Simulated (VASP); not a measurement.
Crystal: SnTe.

```
Te Sn
1.0
     0.00000    3.15085    3.15085
     3.15085    0.00000    3.15085
     3.15085    3.15085    0.00000
Te Sn
1 1
Direct
  0.50000 0.50000 0.50000
  0.00000 0.00000 0.00000
```

Base run:

- Program: VASP 6.6.1
- Functional: PBE
- Potentials or basis: VASP PAW PBE potentials, release 64 (Te, Sn_d)
- Cutoff: 520 eV
- k mesh: 5 × 5 × 5
- Occupations: fermi-dirac, width 0.05 eV
- Spin: non-collinear spin, zero start, spin-orbit coupling
- Starting moments: [[0.0, 0.0, 0.0], [0.0, 0.0, 0.0]] μB

Its results: pressure 2.2 GPa; net moment 0.00 μB per cell.

**Question.** After a change of settings the same cell gave: pressure 0.6 GPa; net moment 0.00 μB per cell. Which change was it?
A. functional from PBE to PBE0; k mesh from 5 × 5 × 5 to 3 × 3 × 3
B. functional from PBE to PBEsol; k mesh from 5 × 5 × 5 to 7 × 7 × 7
C. functional from PBE to LDA; potentials or basis from VASP PAW PBE potentials, release 64 (Te, Sn_d) to VASP PAW LDA potentials, release 64 (Te, Sn_d)

**Answer.** A.

Caveats: some runs use coarse meshes; the PAW data sets were made with another functional, which shifts forces and pressure a little (at least some runs).
